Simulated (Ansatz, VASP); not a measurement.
## Two plane-wave programs on CdTe

```xyz
2
Lattice="0.0000 3.3124 3.3124 3.3124 0.0000 3.3124 3.3124 3.3124 0.0000" Properties=species:S:1:pos:R:3 pbc="T T T"
Cd    0.0000    0.0000    0.0000
Te    1.6562    1.6562    1.6562
```

Alike in both runs: task single point; functional r2SCAN; k mesh 6 × 6 × 6; no spin polarisation.

|  | VASP | Ansatz |
| --- | --- | --- |
| version | VASP 6.6.1 | Ansatz 0.2.0 |
| potentials or method | VASP PAW PBE potentials, release 64 (Cd, Te) | plane waves, PAW |
| plane-wave cutoff (eV) | 520 | 500 |
| occupations | gaussian, width 0.01 eV | fixed |
| valence electrons in the cell | 18 | 36 |

```csv
,VASP,Ansatz,Ansatz less VASP
gap on the k mesh at the Fermi level (eV),1.06,1.07,+0.008
pressure (GPa),-1.0,-1.1,-0.10
```

VASP's potentials were made for PBE, not for r2SCAN. VASP's potentials hold 18 valence electrons a cell and Ansatz's 36, so a difference there can come from the potentials and not from the codes.

Spin-orbit coupling is off throughout.
